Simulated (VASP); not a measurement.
# Mg (P6_3/mmc) in VASP: settings compared

Mg is run at these levels: LDA, PBE, PBEsol, RPBE, revPBE; tasks: single point.

All numbers are computed with VASP 6.6.1; they aren't measurements. Logs are shortened: lines on timing, memory, paths and dates and some standing lists are left out, and cuts for length are marked.

### 1 The cell of the first run

The structure is hexagonal, space group P6_3/mmc (No. 194). Conventional cell: a = 3.209 Å, b = 3.209 Å, c = 5.210 Å, α = 90.00°, β = 90.00°, γ = 120.00°. Within 4.2 Å of Mg (site symmetry -6m2) lie 12 Mg at 3.20 to 3.21 Å.

### 2 Single point, LDA

Input file INCAR:

```
SYSTEM = Mg
PREC = Accurate
ENCUT = 520
EDIFF = 1E-7
ISMEAR = -1
SIGMA = 0.05
LREAL = .False.
LASPH = .True.
NELM = 80
ALGO = Fast
ISIF = 2
LWAVE = .False.
LCHARG = .True.
GGA = CA
LELF = .True.
LVHAR = .True.
NBANDS = 9
```

Input file KPOINTS:

```
regular mesh
0
Gamma
  6 6 3
  0 0 0
```

Input file POSCAR:

```
Mg
1.0
    3.2093000000      0.0000000000      0.0000000000
   -1.6046500000      2.7793353284      0.0000000000
    0.0000000000      0.0000000000      5.2103000000
Mg
2
Direct
    0.6666666667      0.3333333333      0.7500000000
    0.3333333333      0.6666666667      0.2500000000
```

Potentials or basis: VASP PAW LDA potentials, release 64 (Mg).

Command:

```
cat potpaw_LDA.64/Mg/POTCAR > POTCAR
mpirun -np 1 vasp_std > vasp.out
```

OUTCAR:

```text
SYSTEM = Mg
   PREC = Accurate
   ENCUT = 520
   EDIFF = 1E-7
   ISMEAR = -1
   LREAL = .False.
   LASPH = .True.
   NELM = 80
   ISIF = 2
   GGA = CA

 ion  position               nearest neighbor table
   1  0.667  0.333  0.750-   2 3.20   2 3.20   2 3.20   2 3.20   2 3.20   2 3.20
   2  0.333  0.667  0.250-   1 3.20   1 3.20   1 3.20   1 3.20   1 3.20   1 3.20

  LATTYP: Found a hexagonal cell.
 ALAT       =     3.2093000000
 C/A-ratio  =     1.6235004518

  Lattice vectors:

 A1 = (   3.2093000000,   0.0000000000,   0.0000000000)
 A2 = (  -1.6046500000,   2.7793353284,   0.0000000000)
 A3 = (   0.0000000000,   0.0000000000,   5.2103000000)

Analysis of symmetry for initial positions (statically):
=====================================================================
 Subroutine PRICEL returns:
 Original cell was already a primitive cell.

 Routine SETGRP: Setting up the symmetry group for a
 hexagonal supercell.

 Subroutine GETGRP returns: Found 24 space group operations
 (whereof 12 operations were pure point group operations)
 out of a pool of 24 trial point group operations.

The static configuration has the point symmetry D_3d.
 The point group associated with its full space group is D_6h.

Analysis of symmetry for dynamics (positions and initial velocities):
=====================================================================
 Subroutine PRICEL returns:
 Original cell was already a primitive cell.

 Routine SETGRP: Setting up the symmetry group for a
 hexagonal supercell.

 Subroutine GETGRP returns: Found 24 space group operations
 (whereof 12 operations were pure point group operations)
 out of a pool of 24 trial point group operations.

The dynamic configuration has the point symmetry D_3d.
 The point group associated with its full space group is D_6h.

 Subroutine INISYM returns: Found 24 space group operations
 (whereof 12 operations are pure point group operations),
 and found     1 'primitive' translations

----------------------------------------------------------------------------------------

                                     Primitive cell

  volume of cell :      46.4744

  direct lattice vectors                    reciprocal lattice vectors
     3.209300000  0.000000000  0.000000000     0.311594429  0.179899127  0.000000000
    -1.604650000  2.779335328  0.000000000     0.000000000  0.359798255  0.000000000
     0.000000000  0.000000000  5.210300000     0.000000000  0.000000000  0.191927528

  length of vectors
     3.209300000  3.209300000  5.210300000     0.359798255  0.359798255  0.191927528

  position of ions in fractional coordinates (direct lattice)
     0.666666667  0.333333333  0.750000000
     0.333333333  0.666666667  0.250000000

  ion indices of the primitive-cell ions
   primitive index   ion index
                 1           1
                 2           2

----------------------------------------------------------------------------------------

 KPOINTS: regular mesh

Automatic generation of k-mesh.
 Grid dimensions read from file:
 generate k-points for:    6    6    3

 Generating k-lattice:

  Cartesian coordinates                     Fractional coordinates (reciprocal lattice)
     0.051932405  0.029983188  0.000000000     0.166666667 -0.000000000  0.000000000
     0.000000000  0.059966376  0.000000000     0.000000000  0.166666667  0.000000000
     0.000000000  0.000000000  0.063975843     0.000000000  0.000000000  0.333333333

  Length of vectors
     0.059966376  0.059966376  0.063975843

  Shift w.r.t. Gamma in fractional coordinates (k-lattice)
     0.000000000  0.000000000  0.000000000

 Subroutine IBZKPT returns following result:
 ===========================================

 Found     14 irreducible k-points:

 Following reciprocal coordinates:
            Coordinates               Weight
  0.000000  0.000000  0.000000      1.000000
  0.166667  0.000000  0.000000      6.000000
  0.333333 -0.000000  0.000000      6.000000
  0.500000  0.000000  0.000000      3.000000
  0.166667  0.166667  0.000000      6.000000
  0.333333  0.166667  0.000000     12.000000
  0.333333  0.333333  0.000000      2.000000
  0.000000  0.000000  0.333333      2.000000
  0.166667  0.000000  0.333333     12.000000
  0.333333 -0.000000  0.333333     12.000000
  0.500000  0.000000  0.333333      6.000000
  0.166667  0.166667  0.333333     12.000000
  0.333333  0.166667  0.333333     24.000000
  0.333333  0.333333  0.333333      4.000000
   k-points           NKPTS =     14   k-points in BZ     NKDIM =     14   number of bands    NBANDS=      9
   number of dos      NEDOS =    301   number of ions     NIONS =      2
   total plane-waves  NPLWV =  23040
   dimension x,y,z NGX =    24 NGY =   24 NGZ =   40
   dimension x,y,z NGXF=    48 NGYF=   48 NGZF=   80
   ions per type =               2
   NGX,Y,Z   is equivalent  to a cutoff of  12.43, 12.43, 12.76 a.u.
   NGXF,Y,Z  is equivalent  to a cutoff of  24.86, 24.86, 25.53 a.u.
 SYSTEM =  Mg
   PREC   = accura    normal or accurate (medium, high low for compatibility)
   ISTART =      0    job   : 0-new  1-cont  2-samecut
   ICHARG =      2    charge: 1-file 2-atom 10-const
   ISPIN  =      1    spin polarized calculation?
   LNONCOLLINEAR =      F non collinear calculations
   LSORBIT =      F    spin-orbit coupling
   LASPH  =      T    aspherical Exc in radial PAW
   ENCUT  =  520.0 eV  38.22 Ry    6.18 a.u.   5.97  5.97  9.69*2*pi/ulx,y,z
   NELM   =     80;   NELMIN=  2; NELMDL= -5     # of ELM steps
   EDIFF  = 0.1E-06   stopping-criterion for ELM
   LREAL  =      F    real-space projection
   EDIFFG = 0.1E-05   stopping-criterion for IOM
   NSW    =      0    number of steps for IOM
   IBRION =     -1    ionic relax: 0-MD 1-quasi-New 2-CG
   NFREE  =      0    steps in history (QN), initial steepest desc. (CG)
   ISIF   =      2    stress and relaxation
   ISYM   =      2    0-nonsym 1-usesym 2-fastsym
   POTIM  = 0.5000    time-step for ionic-motion
   TEBEG  =    0.0;   TEEND  =   0.0 temperature during run
   PSTRESS=    0.0 pullay stress
   NELECT =       4.0000    total number of electrons
   NUPDOWN=      -1.0000    fix difference up-down
   EMIN   =  10.00;   EMAX   =-10.00  energy-range for DOS
   EFERMI =   0.00;   METHOD = LEGACY
   ISMEAR =    -1;   SIGMA  =   0.05  broadening in eV -4-tet -1-fermi 0-gaus
   EFERMI_NEDOS =   21; number of points for ismear=-14 and -15
   IALGO  =     68    algorithm
   IMIX   =      4    mixing-type and parameters
     AMIX     =   0.40;   BMIX     =  1.00
     AMIX_MAG =   1.60;   BMIX_MAG =  1.00
  volume/ion in A,a.u.               =      23.24       156.81
  Fermi-wavevector in a.u.,A,eV,Ry     =   0.722809  1.365911  7.108401  0.522453
  Thomas-Fermi vector in A             =   1.812866
   LORBIT       =      0    0 simple, 1 ext, 2 COOP (PROOUT), +10 PAW based schemes
   GGA     = CA    functional components
   LHFCALC =     F    Hartree Fock is set to
   AEXX    =    0.0000 exact exchange contribution
   IVDW    =     0    specifies the selected vdW correction
   LEPSILON=     F    determine dielectric tensor
   LRPA    =     F    only Hartree local field effects (RPA)
 non-spin polarized calculation
 RMM-DIIS sequential band-by-band and
  energy-cutoff  :      520.00
  volume of cell :       46.47
 maximum number of plane-waves:      1266
 NGX is ok and might be reduce to    24
   NGX = 11   NGY = 11   NGZ = 19

 number of electron       4.0000000 magnetization

 Free energy of the ion-electron system (eV)
  ---------------------------------------------------
  ext. energy  EPLUGINS =         0.00000000
  ---------------------------------------------------
  free energy    TOTEN  =        -3.49643659 eV

  energy without entropy =       -3.48300915  energy(sigma->0) =       -3.48972287

 E-fermi :   2.3708     XC(G=0):  -8.6406

 val. band max:        2.3070687997   @ k =   0.3333   0.3333   0.3333
 cond. band min:       2.4048434973   @ k =   0.3333   0.3333   0.3333
 fundamental gap:      0.0977746977
 Fermi energy:         2.3708233274

 k-point     1 :       0.0000    0.0000    0.0000
  band No.  band energies     occupation
      1      -4.4600      2.00000
      2       0.7814      2.00000
      3       1.1260      2.00000
      4      13.2317      0.00000
      5      13.2317      0.00000
      6      13.2501      0.00000
      7      13.2501      0.00000
      8      14.1574      0.00000
      9      15.6722      0.00000

 k-point     2 :       0.1667    0.0000    0.0000
  band No.  band energies     occupation
      1      -3.9196      2.00000
      2       1.2760      2.00000
      3       1.6505      2.00000
      4       8.4634      0.00000
      5      10.9664      0.00000
      6      11.6725      0.00000
      7      13.1830      0.00000
      8      13.8950      0.00000
      9      15.5829      0.00000

 k-point     3 :       0.3333   -0.0000    0.0000
  band No.  band energies     occupation
      1      -2.3167      2.00000
      2       2.7617      0.00081
      3       2.9805      0.00001
      4       4.2227      0.00000
      5       8.7578      0.00000
      6       8.9005      0.00000
      7       9.6063      0.00000
      8      11.2231      0.00000
      9      14.0651      0.00000

 k-point     4 :       0.5000    0.0000    0.0000
  band No.  band energies     occupation
      1       0.2734      2.00000
      2       0.3097      2.00000
      3       5.0490      0.00000
      4       5.4702      0.00000
      5       5.5999      0.00000
      6       6.0287      0.00000
      7       9.1548      0.00000
      8      10.4737      0.00000
      9      13.5494      0.00000

 k-point     5 :       0.1667    0.1667    0.0000
  band No.  band energies     occupation
      1      -2.8480      2.00000
      2       2.2663      1.77986
      3       2.6486      0.00769
      4       6.3443      0.00000
      5       6.6756      0.00000
      6      10.9025      0.00000
      7      11.5141      0.00000
      8      11.6628      0.00000
      9      12.2787      0.00000

 k-point     6 :       0.3333    0.1667    0.0000
  band No.  band energies     occupation
      1      -0.7410      2.00000
      2       2.2897      1.67023
      3       4.2449      0.00000
      4       4.6028      0.00000
      5       5.6877      0.00000
      6       7.2579      0.00000
      7       8.2267      0.00000
      8      10.3244      0.00000
      9      11.1225      0.00000

 k-point     7 :       0.3333    0.3333    0.0000
  band No.  band energies     occupation
      1       1.8065      1.99997
      2       1.8065      1.99997
      3       1.8363      1.99995
      4       6.5058      0.00000
      5       6.5058      0.00000
      6       6.6627      0.00000
      7       7.3199      0.00000
      8       8.1521      0.00000
      9       8.1521      0.00000

 k-point     8 :       0.0000    0.0000    0.3333
  band No.  band energies     occupation
      1      -3.8450      2.00000
      2      -2.0231      2.00000
      3       4.9975      0.00000
      4       9.9728      0.00000
      5      13.6654      0.00000
      6      13.6654      0.00000
      7      13.7001      0.00000
      8      13.7001      0.00000
      9      15.4055      0.00000

 k-point     9 :       0.1667    0.0000    0.3333
  band No.  band energies     occupation
      1      -3.3080      2.00000
      2      -1.4963      2.00000
      3       5.4650      0.00000
      4       8.9628      0.00000
      5      10.2851      0.00000
      6      10.7179      0.00000
      7      11.4815      0.00000
      8      13.0310      0.00000
      9      13.0903      0.00000

 k-point    10 :       0.3333   -0.0000    0.3333
  band No.  band energies     occupation
      1      -1.7153      2.00000
      2       0.0626      2.00000
      3       4.4555      0.00000
      4       6.1129      0.00000
      5       7.1143      0.00000
      6      10.1228      0.00000
      7      10.7523      0.00000
      8      11.6799      0.00000
      9      12.2388      0.00000

 k-point    11 :       0.5000    0.0000    0.3333
  band No.  band energies     occupation
      1       0.8473      2.00000
      2       0.8650      2.00000
      3       2.7003      0.00274
      4       2.7036      0.00257
      5       9.0706      0.00000
      6       9.3510      0.00000
      7       9.6703      0.00000
      8      11.2235      0.00000
      9      11.2814      0.00000

 k-point    12 :       0.1667    0.1667    0.3333
  band No.  band energies     occupation
      1      -2.2431      2.00000
      2      -0.4527      2.00000
      3       6.1664      0.00000
      4       6.8598      0.00000
      5       7.3038      0.00000
      6       8.7384      0.00000
      7       9.0207      0.00000
      8      11.7718      0.00000
      9      15.1967      0.00000

 k-point    13 :       0.3333    0.1667    0.3333
  band No.  band energies     occupation
      1      -0.1518      2.00000
      2       1.5545      2.00000
      3       3.0105      0.00001
      4       4.6198      0.00000
      5       6.0657      0.00000
      6       7.6230      0.00000
      7       8.9301      0.00000
      8      11.6480      0.00000
      9      13.4829      0.00000

 k-point    14 :       0.3333    0.3333    0.3333
  band No.  band energies     occupation
      1       2.3071      1.56323
      2       2.3071      1.56323
      3       2.4048      0.67234
      4       4.1108      0.00000
      5       4.4415      0.00000
      6       4.4415      0.00000
      7      11.0271      0.00000
      8      11.2975      0.00000
      9      11.2975      0.00000

------------------------ aborting loop because EDIFF is reached ----------------------------------------

  FORCE on cell =-STRESS in cart. coord.  units (eV):
  Direction    XX          YY          ZZ          XY          YZ          ZX
  --------------------------------------------------------------------------------------
  -------------------------------------------------------------------------------------
  Total       -0.7699257     -0.7699257     -0.8391968     -0.0000000      0.0000000      0.0000000
  in kB      -26.5427180    -26.5427180    -28.9307972     -0.0000000      0.0000000      0.0000000
  external PRESSURE =     -27.3387444 kB  Pullay stress =       0.0000000 kB

 VOLUME and BASIS-vectors are now :
 -----------------------------------------------------------------------------
  energy-cutoff  :      520.00
  volume of cell :       46.47
      direct lattice vectors                 reciprocal lattice vectors
     3.209300000  0.000000000  0.000000000     0.311594429  0.179899127  0.000000000
    -1.604650000  2.779335328  0.000000000     0.000000000  0.359798255  0.000000000
     0.000000000  0.000000000  5.210300000     0.000000000  0.000000000  0.191927528

 POSITION                                       TOTAL-FORCE (eV/Angst)
 -----------------------------------------------------------------------------------
      1.60465      0.92645      3.90773        -0.000000      0.000000      0.000000
     -0.00000      1.85289      1.30258         0.000000      0.000000      0.000000
 -----------------------------------------------------------------------------------
    total drift:                                0.000000     -0.000000      0.000000

  FREE ENERGIE OF THE ION-ELECTRON SYSTEM (eV)
  ---------------------------------------------------
  free  energy   TOTEN  =        -3.4964365919 eV

  energy  without entropy=       -3.4830091540  energy(sigma->0) =       -3.48972287
```

Run time: 3.8 s. Hardware: 1 thread of Intel Xeon Platinum 8488C (Sapphire Rapids), shared host; peak memory 0.13 GiB.

What came out:

```yaml
Free_energy: -3.4964 eV
Pressure: -2.7 GPa
Band_gap_on_the_k_mesh: zero (band 2 reaches 2.76 eV, above the bottom of band 3 at 1.13 eV)
```

Caveat: the k points lie up to 0.40 Å⁻¹ apart.

[end of part 1 of 2]
